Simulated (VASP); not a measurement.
# In2TeO2 (P4/mmm) in VASP: further runs, part 2 of 2

VASP 6.6.1. Earlier steps stand in the parts before.

## Step 4: Relaxation of cell and atoms, PBE

This run uses another cell than the first one, of 24.00 Å³/atom.

INCAR

```
SYSTEM = In2TeO2
PREC = Accurate
ENCUT = 600
EDIFF = 1E-7
ISMEAR = 0
SIGMA = 0.1
LREAL = .False.
LASPH = .True.
NELM = 60
ALGO = Normal
ISIF = 3
LWAVE = .False.
LCHARG = .False.
GGA = PE
IBRION = 2
NSW = 90
EDIFFG = -0.04
```

KPOINTS

```
regular mesh
0
Gamma
  4 4 4
  0 0 0
```

POSCAR

```
In2TeO2
1.0
    4.5003012400      0.0000000000      0.0000000000
    0.0000000000      4.5003012400      0.0000000000
    0.0000000000      0.0000000000      5.9239464000
In Te O
2 1 2
Direct
    0.0000000000      0.0000000000      0.8004285600
    0.0000000000      0.0000000000      0.1995714400
    0.5000000000      0.5000000000      0.5000000000
    0.5000000000      0.5000000000      0.0000000000
    0.0000000000      0.0000000000      0.5000000000
```

Potentials or basis: VASP PAW PBE potentials, release 64 (In_d, Te, O).

The run is started by

```bash
cat potpaw_PBE.64/In_d/POTCAR potpaw_PBE.64/Te/POTCAR potpaw_PBE.64/O/POTCAR > POTCAR
mpirun -np 1 vasp_std > vasp.out
```

OUTCAR:

```text
SYSTEM = In2TeO2
   PREC = Accurate
   ENCUT = 600
   EDIFF = 1E-7
   ISMEAR = 0
   LREAL = .False.
   LASPH = .True.
   NELM = 60
   ISIF = 3
   GGA = PE
   IBRION = 2
   NSW = 90
   EDIFFG = -0.04

 ion  position               nearest neighbor table
   1  0.000  0.000  0.800-   5 1.78   2 2.36   2 3.56   3 3.65   3 3.65   3 3.65   3 3.65
   2  0.000  0.000  0.200-   5 1.78   1 2.36   1 3.56   3 3.65   3 3.65   3 3.65   3 3.65
   3  0.500  0.500  0.500-   1 3.65   2 3.65   1 3.65   2 3.65   1 3.65   2 3.65   1 3.65   2 3.65

   4  0.500  0.500  0.000-
   5  0.000  0.000  0.500-   1 1.78   2 1.78

  LATTYP: Found a simple tetragonal cell.
 ALAT       =     4.5003012400
 C/A-ratio  =     1.3163444143

  Lattice vectors:

 A1 = (   4.5003012400,   0.0000000000,   0.0000000000)
 A2 = (   0.0000000000,   4.5003012400,   0.0000000000)
 A3 = (   0.0000000000,   0.0000000000,   5.9239464000)

Analysis of symmetry for initial positions (statically):
=====================================================================
 Subroutine PRICEL returns:
 Original cell was already a primitive cell.

 Routine SETGRP: Setting up the symmetry group for a
 simple tetragonal supercell.

 Subroutine GETGRP returns: Found 16 space group operations
 (whereof 16 operations were pure point group operations)
 out of a pool of 16 trial point group operations.

The static configuration has the point symmetry D_4h.

Analysis of symmetry for dynamics (positions and initial velocities):
=====================================================================
 Subroutine PRICEL returns:
 Original cell was already a primitive cell.

 Routine SETGRP: Setting up the symmetry group for a
 simple tetragonal supercell.

 Subroutine GETGRP returns: Found 16 space group operations
 (whereof 16 operations were pure point group operations)
 out of a pool of 16 trial point group operations.

The dynamic configuration has the point symmetry D_4h.

 Subroutine INISYM returns: Found 16 space group operations
 (whereof 16 operations are pure point group operations),
 and found     1 'primitive' translations

----------------------------------------------------------------------------------------

                                     Primitive cell

  volume of cell :     119.9760

  direct lattice vectors                    reciprocal lattice vectors
     4.500301240  0.000000000  0.000000000     0.222207347  0.000000000  0.000000000
     0.000000000  4.500301240  0.000000000     0.000000000  0.222207347  0.000000000
     0.000000000  0.000000000  5.923946400     0.000000000  0.000000000  0.168806389

  length of vectors
     4.500301240  4.500301240  5.923946400     0.222207347  0.222207347  0.168806389

  position of ions in fractional coordinates (direct lattice)
     0.000000000  0.000000000  0.800428560
     0.000000000  0.000000000  0.199571440
     0.500000000  0.500000000  0.500000000
     0.500000000  0.500000000  0.000000000
     0.000000000  0.000000000  0.500000000

  ion indices of the primitive-cell ions
   primitive index   ion index
                 1           1
                 2           2
                 3           3
                 4           4
                 5           5

----------------------------------------------------------------------------------------

 KPOINTS: regular mesh

Automatic generation of k-mesh.
 Grid dimensions read from file:
 generate k-points for:    4    4    4

 Generating k-lattice:

  Cartesian coordinates                     Fractional coordinates (reciprocal lattice)
     0.055551837  0.000000000  0.000000000     0.250000000  0.000000000  0.000000000
     0.000000000  0.055551837  0.000000000     0.000000000  0.250000000  0.000000000
     0.000000000  0.000000000  0.042201597     0.000000000  0.000000000  0.250000000

  Length of vectors
     0.055551837  0.055551837  0.042201597

  Shift w.r.t. Gamma in fractional coordinates (k-lattice)
     0.000000000  0.000000000  0.000000000

 Subroutine IBZKPT returns following result:
 ===========================================

 Found     18 irreducible k-points:

 Following reciprocal coordinates:
            Coordinates               Weight
  0.000000  0.000000  0.000000      1.000000
  0.250000  0.000000  0.000000      4.000000
  0.500000  0.000000  0.000000      2.000000
  0.250000  0.250000  0.000000      4.000000
  0.500000  0.250000  0.000000      4.000000
  0.500000  0.500000  0.000000      1.000000
[... 10 lines left out ...]
  0.500000  0.250000  0.500000      4.000000
  0.500000  0.500000  0.500000      1.000000
   k-points           NKPTS =     18   k-points in BZ     NKDIM =     18   number of bands    NBANDS=     26
   number of dos      NEDOS =    301   number of ions     NIONS =      5
   total plane-waves  NPLWV =  62208
   dimension x,y,z NGX =    36 NGY =   36 NGZ =   48
   dimension x,y,z NGXF=    72 NGYF=   72 NGZF=   96
   ions per type =               2   1   2
   NGX,Y,Z   is equivalent  to a cutoff of  13.30, 13.30, 13.47 a.u.
   NGXF,Y,Z  is equivalent  to a cutoff of  26.60, 26.60, 26.94 a.u.
 SYSTEM =  In2TeO2
   PREC   = accura    normal or accurate (medium, high low for compatibility)
   ISTART =      0    job   : 0-new  1-cont  2-samecut
   ICHARG =      2    charge: 1-file 2-atom 10-const
   ISPIN  =      1    spin polarized calculation?
   LNONCOLLINEAR =      F non collinear calculations
   LSORBIT =      F    spin-orbit coupling
   LASPH  =      T    aspherical Exc in radial PAW
   ENCUT  =  600.0 eV  44.10 Ry    6.64 a.u.   8.99  8.99 11.83*2*pi/ulx,y,z
   NELM   =     60;   NELMIN=  2; NELMDL= -5     # of ELM steps
   EDIFF  = 0.1E-06   stopping-criterion for ELM
   LREAL  =      F    real-space projection
   EDIFFG = -.4E-01   stopping-criterion for IOM
   NSW    =     90    number of steps for IOM
   IBRION =      2    ionic relax: 0-MD 1-quasi-New 2-CG
   NFREE  =      1    steps in history (QN), initial steepest desc. (CG)
   ISIF   =      3    stress and relaxation
   ISYM   =      2    0-nonsym 1-usesym 2-fastsym
   POTIM  = 0.5000    time-step for ionic-motion
   TEBEG  =    0.0;   TEEND  =   0.0 temperature during run
   PSTRESS=    0.0 pullay stress
   NELECT =      44.0000    total number of electrons
   NUPDOWN=      -1.0000    fix difference up-down
   EMIN   =  10.00;   EMAX   =-10.00  energy-range for DOS
   EFERMI =   0.00;   METHOD = LEGACY
   ISMEAR =     0;   SIGMA  =   0.10  broadening in eV -4-tet -1-fermi 0-gaus
   EFERMI_NEDOS =   21; number of points for ismear=-14 and -15
   IALGO  =     38    algorithm
   IMIX   =      4    mixing-type and parameters
     AMIX     =   0.40;   BMIX     =  1.00
     AMIX_MAG =   1.60;   BMIX_MAG =  1.00
  volume/ion in A,a.u.               =      24.00       161.93
  Fermi-wavevector in a.u.,A,eV,Ry     =   1.171820  2.214419 18.683009  1.373162
  Thomas-Fermi vector in A             =   2.308258
   LORBIT       =      0    0 simple, 1 ext, 2 COOP (PROOUT), +10 PAW based schemes
   GGA     = PE    functional components
   LHFCALC =     F    Hartree Fock is set to
   AEXX    =    0.0000 exact exchange contribution
   IVDW    =     0    specifies the selected vdW correction
   LEPSILON=     F    determine dielectric tensor
   LRPA    =     F    only Hartree local field effects (RPA)
 conjugate gradient relaxation of ions
 non-spin polarized calculation
 Gauss-broadening in eV      SIGMA  =   0.10
  energy-cutoff  :      600.00
  volume of cell :      119.98
 maximum number of plane-waves:      4022
 NGX is ok and might be reduce to    36
   NGX = 17   NGY = 17   NGZ = 23

--------------------------------------- Ionic step        1  -------------------------------------------

 number of electron      44.0000015 magnetization

 Free energy of the ion-electron system (eV)
  ---------------------------------------------------
  ext. energy  EPLUGINS =         0.00000000
  ---------------------------------------------------
  free energy    TOTEN  =       -15.83571844 eV

  energy without entropy =      -15.81844765  energy(sigma->0) =      -15.82708304

------------------------ aborting loop because EDIFF is reached ----------------------------------------

  FORCE on cell =-STRESS in cart. coord.  units (eV):
  Direction    XX          YY          ZZ          XY          YZ          ZX
  --------------------------------------------------------------------------------------
  -------------------------------------------------------------------------------------
  Total       -1.6832557     -1.6832557     20.3786134      0.0000000     -0.0000000      0.0000000
  in kB      -22.4784514    -22.4784514    272.1390855      0.0000000     -0.0000000      0.0000000
  external PRESSURE =      75.7273942 kB  Pullay stress =       0.0000000 kB
[... 1159 lines left out ...]
     25       6.9721      0.00000
     26       6.9721      0.00000

[... ionic steps 4 to 13 ...]

--------------------------------------- Ionic step       14  -------------------------------------------

 number of electron      44.0000046 magnetization

------------------------ aborting loop because EDIFF is reached ----------------------------------------
[... 73 lines left out ...]
--------------------------------------- Ionic step       16  -------------------------------------------

 number of electron      44.0000051 magnetization

 Free energy of the ion-electron system (eV)
  ---------------------------------------------------
  ext. energy  EPLUGINS =         0.00000000
  ---------------------------------------------------
  free energy    TOTEN  =       -18.93878008 eV

  energy without entropy =      -18.92202000  energy(sigma->0) =      -18.93040004

 E-fermi :   7.0148     XC(G=0): -10.4248

 val. band max:        7.0144739603   @ k =   0.5000   0.0000   0.0000
 cond. band min:       7.0298179914   @ k =   0.5000   0.0000   0.0000
 fundamental gap:      0.0153440312
 Fermi energy:         7.0147837236
[... 552 lines left out ...]
  FREE ENERGIE OF THE ION-ELECTRON SYSTEM (eV)
  ---------------------------------------------------
  free  energy   TOTEN  =       -18.9387800841 eV

  energy  without entropy=      -18.9220199971  energy(sigma->0) =      -18.93040004

 reached required accuracy - stopping structural energy minimisation
```

OSZICAR:

```text
N       E                     dE             d eps       ncg     rms          rms(c)
DAV:   1     0.469094398500E+03    0.46909E+03   -0.22544E+04   936   0.211E+03
DAV:   2     0.555536061298E+02   -0.41354E+03   -0.40526E+03   976   0.495E+02
DAV:   3    -0.177053340341E+02   -0.73259E+02   -0.71871E+02  1328   0.200E+02
[... 239 lines left out ...]
DAV:   6    -0.189387877262E+02   -0.22418E-04   -0.66159E-04  1226   0.164E-01    0.842E-02
DAV:   7    -0.189387819777E+02    0.57485E-05   -0.53226E-05  1430   0.573E-02    0.323E-02
DAV:   8    -0.189387801837E+02    0.17940E-05   -0.12689E-05  1342   0.263E-02    0.679E-03
DAV:   9    -0.189387801584E+02    0.25290E-07   -0.13041E-06  1048   0.816E-03    0.436E-03
DAV:  10    -0.189387800841E+02    0.74387E-07   -0.10707E-07   582   0.278E-03
  16 F= -.18938780E+02 E0= -.18930400E+02  d E =-.768356E-02
```

Wall time 30 min (1 thread of Oxide Virtual Turin-like, shared host); peak memory 0.27 GiB.

What came out:

- Free energy: -18.9388 eV
- Relaxed volume: 18.86 Å³/atom
- Relaxed cell: a = 3.322 Å, b = 3.322 Å, c = 8.543 Å, α = 90.00°, β = 90.00°, γ = 90.00°
- Space group after relaxing (to 0.1 Å): P4/mmm (No. 123)
- Energy gained by relaxing: 620.6 meV/atom
- Ionic steps: 16
- Pressure after relaxing: -0.2 GPa
- Largest force after relaxing: 0.037 eV/Å
- Band gap on the k mesh: zero (bands 22 and 23 overlap by 1.02 eV)

Forces in eV/Å, atoms in the order of the input:
```
In   0.000  0.000  0.037
In   0.000  0.000 -0.037
Te   0.000  0.000  0.000
O    0.000  0.000  0.000
O    0.000  0.000  0.000
```

The path:
```
step  energy change (eV)  largest force (eV/Å)  pressure (GPa)  volume (Å³)
   1              0.0000                1.5098            7.57       119.98
   2             -0.4168                1.5991           -7.92       138.94
   3             -0.7883                1.5610           -3.57       129.19
   4             -1.1531                1.1181           -3.72       122.25
   5             -1.2238                2.3003           -2.95       117.50
   6             -1.5308                2.3244           -2.64       110.96
   7             -2.2425                2.5048            5.60        91.66
   8             -2.6560                1.4479            4.19        90.79
   9             -2.9629                0.4110            5.04        89.03
  10             -1.9165                2.3883           18.33        83.90
  11             -2.9881                0.1424            5.87        88.50
  12             -3.0950                0.1367           -0.45        94.65
  13             -3.0954                0.1233           -0.12        94.28
  14             -3.0954                0.1277           -0.22        94.40
  15             -3.0985                0.1057           -0.23        94.38
  16             -3.1031                0.0368           -0.17        94.30
```

Final structure:
```
In Te O
1.0
     3.32240    0.00000    0.00000
     0.00000    3.32240    0.00000
     0.00000    0.00000    8.54256
In Te O
2 1 2
Direct
  0.00000 0.00000 0.83331
  0.00000 0.00000 0.16669
  0.50000 0.50000 0.50000
  0.50000 0.50000 0.00000
  0.00000 0.00000 0.50000
```

Caveat: the volume moved by over 15 % at a fixed basis, so the end points are rough; spin-orbit coupling is left out, which moves the levels of the heavy elements.

## Step 5: The runs side by side

| task | cell | k mesh | cutoff (eV) | gap on the mesh (eV) | pressure (GPa) | relaxed volume (Å³/atom) | largest force (eV/Å) |
| --- | --- | --- | --- | --- | --- | --- | --- |
| single point | a = 3.257, b = 3.257, c = 9.760 Å, 5 atoms, atomic positions A | 12 × 12 × 4 | 520 | none | -0.2 | - | 0.01 |
| relaxation of cell and atoms | relaxed from a = 3.253, b = 3.253, c = 9.743 Å, 5 atoms, atomic positions B | 6 × 6 × 2 | 600 | none | 0.0 | 20.62 | - |
| relaxation of cell and atoms | relaxed from a = 4.500, b = 4.500, c = 5.924 Å, 5 atoms, atomic positions C | 4 × 4 × 4 | 600 | none | -0.2 | 18.86 | 0.04 |

Alike in all rows: level PBE; potentials or basis VASP PAW PBE potentials, release 64 (In_d, Te, O); no spin polarisation; smearing gaussian 0.1 eV.

Caveats: spin-orbit coupling is left out, which moves the levels of the heavy elements; the volume moved by over 15 % at a fixed basis, so the end points are rough (at least some runs).

Absolute energies hang on the potentials; compare differences alone.

The gap in the log of VASP goes by the Fermi energy; the results here count the filled bands.